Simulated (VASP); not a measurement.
# Sn (C2/c) in VASP: a series of runs

Sn is run at these levels: PBEsol; tasks: single point.

Everything below comes from runs of VASP 6.6.1. Logs are shortened: lines on timing, memory, paths and dates and some standing lists are left out, and cuts for length are marked.

### 1 The cell of the first run

The typed cell holds 2 atoms: a = 4.428 Å, b = 4.428 Å, c = 4.425 Å, α = 97.23°, β = 97.23°, γ = 138.40°.

### 2 Single point, PBEsol (26.93 Å³/atom)

Input file INCAR:

```
  PREC = Accurate
  ENCUT = 520
  EDIFF = 1E-7
  ISMEAR = -1
  SIGMA = 0.1
  LREAL = F
  LASPH = T
  NELM = 60
  ALGO = Normal
  ISIF = 2
  LWAVE = F
  LCHARG = F
  GGA = PS
  NBANDS = 21
```

Input file KPOINTS:

```
Automatic mesh
0
Gamma
  19 19 13
```

Input file POSCAR:

```
Sn
1.0
   -2.9261990260      2.9274481369      1.5722019738
    2.9274481369     -2.9261990260      1.5722019738
    2.9256889510      2.9256889510     -1.5699122854
Sn
2
Direct
    0.0000117394      0.9999882606      1.0000000000
    0.7499882606      0.2500117394      0.5000000000
```

Potentials or basis: VASP PAW PBE potentials, release 64 (Sn_d).

Launch:

```
cat potpaw_PBE.64/Sn_d/POTCAR > POTCAR
mpirun -np 1 vasp_std > vasp.out
```

OUTCAR:

```text
PREC = Accurate
   ENCUT = 520
   EDIFF = 1E-7
   ISMEAR = -1
   LREAL = F
   LASPH = T
   NELM = 60
   ISIF = 2
   GGA = PS

 ion  position               nearest neighbor table
   1  0.000  1.000  0.000-   2 3.03   2 3.03   2 3.03   2 3.03   2 3.76   2 3.76
   2  0.750  0.250  0.500-   1 3.03   1 3.03   1 3.03   1 3.03   1 3.76   1 3.76

  LATTYP: Found a base centered monoclinic cell.
 ALAT       =     3.1444044438
 B/A-ratio  =     2.6327106945
 C/A-ratio  =     1.4073807034
 COS(beta)  =    -0.3542271311

  Lattice vectors:

 A1 = (  -2.9261990260,   2.9274481369,   1.5722019738)
 A2 = (   2.9274481369,  -2.9261990260,   1.5722019738)
 A3 = (   2.9256889510,   2.9256889510,  -1.5699122854)

Analysis of symmetry for initial positions (statically):
=====================================================================
 Subroutine PRICEL returns:
 Original cell was already a primitive cell.

 Routine SETGRP: Setting up the symmetry group for a
 base centered monoclinic supercell.

 Subroutine GETGRP returns: Found  4 space group operations
 (whereof  2 operations were pure point group operations)
 out of a pool of  4 trial point group operations.

The static configuration has the point symmetry C_2 .
 The point group associated with its full space group is C_2h.

Analysis of symmetry for dynamics (positions and initial velocities):
=====================================================================
 Subroutine PRICEL returns:
 Original cell was already a primitive cell.

 Routine SETGRP: Setting up the symmetry group for a
 base centered monoclinic supercell.

 Subroutine GETGRP returns: Found  4 space group operations
 (whereof  2 operations were pure point group operations)
 out of a pool of  4 trial point group operations.

The dynamic configuration has the point symmetry C_2 .
 The point group associated with its full space group is C_2h.

 Subroutine INISYM returns: Found  4 space group operations
 (whereof  2 operations are pure point group operations),
 and found     1 'primitive' translations

----------------------------------------------------------------------------------------

                                     Primitive cell

  volume of cell :      53.8624

  direct lattice vectors                    reciprocal lattice vectors
    -2.926199026  2.927448137  1.572201974    -0.000109504  0.170724161  0.317957521
     2.927448137 -2.926199026  1.572201974     0.170724161 -0.000109504  0.317957521
     2.925688951  2.925688951 -1.569912285     0.170863496  0.170863496 -0.000135751

  length of vectors
     4.427687024  4.427687024  4.425374138     0.360892971  0.360892971  0.241637511

  position of ions in fractional coordinates (direct lattice)
     0.000011739  0.999988261  1.000000000
     0.749988261  0.250011739  0.500000000

  ion indices of the primitive-cell ions
   primitive index   ion index
                 1           1
                 2           2

----------------------------------------------------------------------------------------

 KPOINTS: Automatic mesh

Automatic generation of k-mesh.
 Grid dimensions read from file:
 generate k-points for:   19   19   13

 Generating k-lattice:

  Cartesian coordinates                     Fractional coordinates (reciprocal lattice)
    -0.000005763  0.008985482  0.016734606     0.052631579 -0.000000000  0.000000000
     0.008985482 -0.000005763  0.016734606    -0.000000000  0.052631579  0.000000000
     0.013143346  0.013143346 -0.000010442    -0.000000000 -0.000000000  0.076923077

  Length of vectors
     0.018994367  0.018994367  0.018587501

  Shift w.r.t. Gamma in fractional coordinates (k-lattice)
     0.000000000  0.000000000  0.000000000

 Subroutine IBZKPT returns following result:
 ===========================================

 Found   1240 irreducible k-points:

 Following reciprocal coordinates:
            Coordinates               Weight
  0.000000  0.000000  0.000000      1.000000
  0.052632  0.000000 -0.000000      4.000000
  0.105263  0.000000 -0.000000      4.000000
  0.157895 -0.000000 -0.000000      4.000000
  0.210526  0.000000 -0.000000      4.000000
  0.263158 -0.000000 -0.000000      4.000000
[... 16 lines left out ...]
 -0.315789  0.052632  0.000000      4.000000
 -0.263158  0.052632 -0.000000      4.000000
 [... further k-points ...]
   k-points           NKPTS =   1240   k-points in BZ     NKDIM =   1240   number of bands    NBANDS=     21
   number of dos      NEDOS =    301   number of ions     NIONS =      2
   total plane-waves  NPLWV =  46656
   dimension x,y,z NGX =    36 NGY =   36 NGZ =   36
   dimension x,y,z NGXF=    72 NGYF=   72 NGZF=   72
   ions per type =               2
   NGX,Y,Z   is equivalent  to a cutoff of  13.52, 13.52, 13.52 a.u.
   NGXF,Y,Z  is equivalent  to a cutoff of  27.03, 27.03, 27.05 a.u.
 SYSTEM =  unknown system
   PREC   = accura    normal or accurate (medium, high low for compatibility)
   ISTART =      0    job   : 0-new  1-cont  2-samecut
   ICHARG =      2    charge: 1-file 2-atom 10-const
   ISPIN  =      1    spin polarized calculation?
   LNONCOLLINEAR =      F non collinear calculations
   LSORBIT =      F    spin-orbit coupling
   LASPH  =      T    aspherical Exc in radial PAW
   ENCUT  =  520.0 eV  38.22 Ry    6.18 a.u.   8.23  8.23  8.23*2*pi/ulx,y,z
   NELM   =     60;   NELMIN=  2; NELMDL= -5     # of ELM steps
   EDIFF  = 0.1E-06   stopping-criterion for ELM
   LREAL  =      F    real-space projection
   EDIFFG = 0.1E-05   stopping-criterion for IOM
   NSW    =      0    number of steps for IOM
   IBRION =     -1    ionic relax: 0-MD 1-quasi-New 2-CG
   NFREE  =      0    steps in history (QN), initial steepest desc. (CG)
   ISIF   =      2    stress and relaxation
   ISYM   =      2    0-nonsym 1-usesym 2-fastsym
   POTIM  = 0.5000    time-step for ionic-motion
   TEBEG  =    0.0;   TEEND  =   0.0 temperature during run
   PSTRESS=    0.0 pullay stress
   NELECT =      28.0000    total number of electrons
   NUPDOWN=      -1.0000    fix difference up-down
   EMIN   =  10.00;   EMAX   =-10.00  energy-range for DOS
   EFERMI =   0.00;   METHOD = LEGACY
   ISMEAR =    -1;   SIGMA  =   0.10  broadening in eV -4-tet -1-fermi 0-gaus
   EFERMI_NEDOS =   21; number of points for ismear=-14 and -15
   IALGO  =     38    algorithm
   IMIX   =      4    mixing-type and parameters
     AMIX     =   0.40;   BMIX     =  1.00
     AMIX_MAG =   1.60;   BMIX_MAG =  1.00
  volume/ion in A,a.u.               =      26.93       181.74
  Fermi-wavevector in a.u.,A,eV,Ry     =   1.316333  2.487508 23.575244  1.732732
  Thomas-Fermi vector in A             =   2.446452
   LORBIT       =      0    0 simple, 1 ext, 2 COOP (PROOUT), +10 PAW based schemes
   GGA     = PS    functional components
   LHFCALC =     F    Hartree Fock is set to
   AEXX    =    0.0000 exact exchange contribution
   IVDW    =     0    specifies the selected vdW correction
   LEPSILON=     F    determine dielectric tensor
   LRPA    =     F    only Hartree local field effects (RPA)
 non-spin polarized calculation
  energy-cutoff  :      520.00
  volume of cell :       53.86
 maximum number of plane-waves:      1468
 NGX is ok and might be reduce to    36
   NGX = 17   NGY = 17   NGZ = 17

 number of electron      27.9999999 magnetization

 Free energy of the ion-electron system (eV)
  ---------------------------------------------------
  ext. energy  EPLUGINS =         0.00000000
  ---------------------------------------------------
  free energy    TOTEN  =        -8.53588825 eV

  energy without entropy =       -8.50584985  energy(sigma->0) =       -8.52086905

 E-fermi :   7.8951     XC(G=0): -10.4873

 val. band max:        7.8948670795   @ k =   0.0526   0.0526   0.2308
 cond. band min:       7.8956398408   @ k =  -0.3158   0.2105   0.0769
 fundamental gap:      0.0007727613
 Fermi energy:         7.8950585734

 k-point     1 :       0.0000    0.0000    0.0000
  band No.  band energies     occupation
      1     -13.6468      2.00000
      2     -13.5756      2.00000
      3     -13.5208      2.00000
      4     -13.5196      2.00000
      5     -13.3485      2.00000
      6     -13.3484      2.00000
[... 13 lines left out ...]
     20      17.6730      0.00000
     21      18.3757      0.00000

 k-point     2 :       0.0526    0.0000   -0.0000
  band No.  band energies     occupation
      1     -13.6451      2.00000
      2     -13.5691      2.00000
      3     -13.5175      2.00000
      4     -13.5131      2.00000
      5     -13.3535      2.00000
      6     -13.3532      2.00000
[... 13 lines left out ...]
     20      17.6895      0.00000
     21      18.1815      0.00000

 k-point     3 :       0.1053    0.0000   -0.0000
  band No.  band energies     occupation
      1     -13.6397      2.00000
      2     -13.5507      2.00000
      3     -13.5114      2.00000
      4     -13.4918      2.00000
      5     -13.3655      2.00000
      6     -13.3623      2.00000
[... 13 lines left out ...]
     20      17.0545      0.00000
     21      17.0972      0.00000

 k-point     4 :       0.1579   -0.0000   -0.0000
  band No.  band energies     occupation
      1     -13.6307      2.00000
      2     -13.5234      2.00000
      3     -13.5019      2.00000
      4     -13.4627      2.00000
      5     -13.3814      2.00000
      6     -13.3695      2.00000
[... 13 lines left out ...]
     20      16.2392      0.00000
     21      16.4087      0.00000

 k-point     5 :       0.2105    0.0000   -0.0000
  band No.  band energies     occupation
      1     -13.6189      2.00000
      2     -13.4937      2.00000
      3     -13.4902      2.00000
      4     -13.4380      2.00000
      5     -13.3991      2.00000
      6     -13.3678      2.00000
[... 13 lines left out ...]
     20      15.5634      0.00000
     21      16.2762      0.00000

 k-point     6 :       0.2632   -0.0000   -0.0000
  band No.  band energies     occupation
      1     -13.6062      2.00000
      2     -13.4786      2.00000
      3     -13.4708      2.00000
      4     -13.4327      2.00000
      5     -13.4156      2.00000
      6     -13.3712      2.00000
[... 13 lines left out ...]
     20      15.0319      0.00000
     21      16.5679      0.00000

 k-point     7 :       0.3158   -0.0000   -0.0000
  band No.  band energies     occupation
      1     -13.5941      2.00000
      2     -13.4718      2.00000
      3     -13.4602      2.00000
      4     -13.4442      2.00000
      5     -13.4255      2.00000
      6     -13.3834      2.00000
[... 13 lines left out ...]
     20      14.6544      0.00000
     21      17.0887      0.00000
[... 291 lines left out ...]
      1     -13.5708      2.00000
      2     -13.4941      2.00000
      3     -13.4808      2.00000
      4     -13.4420      2.00000
      5     -13.4091      2.00000
      6     -13.4045      2.00000
[... 13 lines left out ...]
     20      16.7560      0.00000
     21      18.0802      0.00000

 k-point    21 :      -0.4211    0.0526   -0.0000
  band No.  band energies     occupation
      1     -13.5767      2.00000
      2     -13.4804      2.00000
      3     -13.4726      2.00000
      4     -13.4483      2.00000
      5     -13.4146      2.00000
      6     -13.3967      2.00000
[... 13 lines left out ...]
     20      15.6812      0.00000
     21      17.5992      0.00000

 k-point    22 :      -0.3684    0.0526    0.0000
  band No.  band energies     occupation
      1     -13.5857      2.00000
      2     -13.4706      2.00000
      3     -13.4620      2.00000
      4     -13.4549      2.00000
      5     -13.4175      2.00000
      6     -13.3862      2.00000
[... 13 lines left out ...]
     20      15.0545      0.00000
     21      16.9735      0.00000

 k-point    23 :      -0.3158    0.0526    0.0000
  band No.  band energies     occupation
      1     -13.5972      2.00000
      2     -13.4755      2.00000
      3     -13.4713      2.00000
      4     -13.4457      2.00000
      5     -13.4109      2.00000
      6     -13.3746      2.00000
[... 13 lines left out ...]
     20      15.3854      0.00000
     21      16.4660      0.00000

 k-point    24 :      -0.2632    0.0526   -0.0000
  band No.  band energies     occupation
      1     -13.6100      2.00000
      2     -13.4971      2.00000
      3     -13.4829      2.00000
      4     -13.4492      2.00000
      5     -13.3965      2.00000
      6     -13.3645      2.00000
[... 13 lines left out ...]
     20      15.8887      0.00000
     21      16.2142      0.00000

 [... further k-points ...]
[... 5 lines left out ...]
  --------------------------------------------------------------------------------------
  -------------------------------------------------------------------------------------
  Total       -0.0785356     -0.0785356      0.0281660      0.0075364     -0.0057741     -0.0057742
  in kB       -2.3361021     -2.3361021      0.8378175      0.2241751     -0.1717562     -0.1717580
  external PRESSURE =      -1.2781289 kB  Pullay stress =       0.0000000 kB

 VOLUME and BASIS-vectors are now :
 -----------------------------------------------------------------------------
  energy-cutoff  :      520.00
  volume of cell :       53.86
      direct lattice vectors                 reciprocal lattice vectors
    -2.926199026  2.927448137  1.572201974    -0.000109504  0.170724161  0.317957521
     2.927448137 -2.926199026  1.572201974     0.170724161 -0.000109504  0.317957521
     2.925688951  2.925688951 -1.569912285     0.170863496  0.170863496 -0.000135751

 POSITION                                       TOTAL-FORCE (eV/Angst)
 -----------------------------------------------------------------------------------
      2.92738     -2.92613      1.57220         0.000303     -0.000303     -0.000000
      0.00013      2.92681      0.78725        -0.000303      0.000303      0.000000
 -----------------------------------------------------------------------------------
    total drift:                               -0.000000     -0.000000      0.000000

  FREE ENERGIE OF THE ION-ELECTRON SYSTEM (eV)
  ---------------------------------------------------
  free  energy   TOTEN  =        -8.5358882470 eV

  energy  without entropy=       -8.5058498459  energy(sigma->0) =       -8.52086905
```

It took 47 min on 1 thread of Oxide Virtual Turin-like, shared host; peak memory 1.1 GiB.

Results:

```
Free energy            : -8.5359 eV
Pressure               : -0.1 GPa
Band gap on the k mesh : zero (bands 14 and 15 overlap by 4.25 eV)
```

Caveat: the PAW data sets were made with another functional, which shifts forces and pressure a little; spin-orbit coupling is left out, which moves the levels of the heavy elements.

### 3 Single point, PBEsol (28.01 Å³/atom)

This run uses another cell than the first one, of 28.01 Å³/atom.

Input file INCAR:

```
SYSTEM = Sn
PREC = Accurate ; ENCUT = 520
EDIFF = 1E-6 ; ISMEAR = -1
SIGMA = 0.1 ; LREAL = .False.
LASPH = .True. ; NELM = 80
ALGO = Normal ; ISIF = 2
LWAVE = .False. ; LCHARG = .False.
GGA = PS ; NBANDS = 21
```

Input file KPOINTS:

```
Automatic mesh
0
Gamma
  19 19 13
  0 0 0
```

Input file POSCAR:

```
Sn
1.0
   -2.9647060607      2.9659716091      1.5928912145
    2.9659716091     -2.9647060607      1.5928912145
    2.9641892733      2.9641892733     -1.5905713952
Sn
2
Direct
    0.0000117394      0.9999882606      1.0000000000
    0.7499882606      0.2500117394      0.5000000000
```

Potentials or basis: VASP PAW PBE potentials, release 64 (Sn_d).

Launch:

```
cat potpaw_PBE.64/Sn_d/POTCAR > POTCAR
mpirun -np 1 vasp_std > vasp.out
```

Wall time 34 min (1 thread of Oxide Virtual Turin-like, shared host); peak memory 1.1 GiB.

The run converged. Its results:

```
Free energy            : -8.5214 eV
Pressure               : -2.1 GPa
Band gap on the k mesh : zero (bands 14 and 15 overlap by 4.06 eV)
```

Stress tensor (GPa, compression positive):
```
-2.17  0.01 -0.02
 0.01 -2.17 -0.02
-0.02 -0.02 -1.92
```

Levels at points of the mesh, in eV from the Fermi level:
```tsv
k point	band 12	band 13	band 14	band 15	band 16	band 17
(0.00, 0.00, 0.00)	-3.87	-1.93	-1.93	2.97	5.96	5.96
```

Caveat: the PAW data sets were made with another functional, which shifts forces and pressure a little; spin-orbit coupling is left out, which moves the levels of the heavy elements.
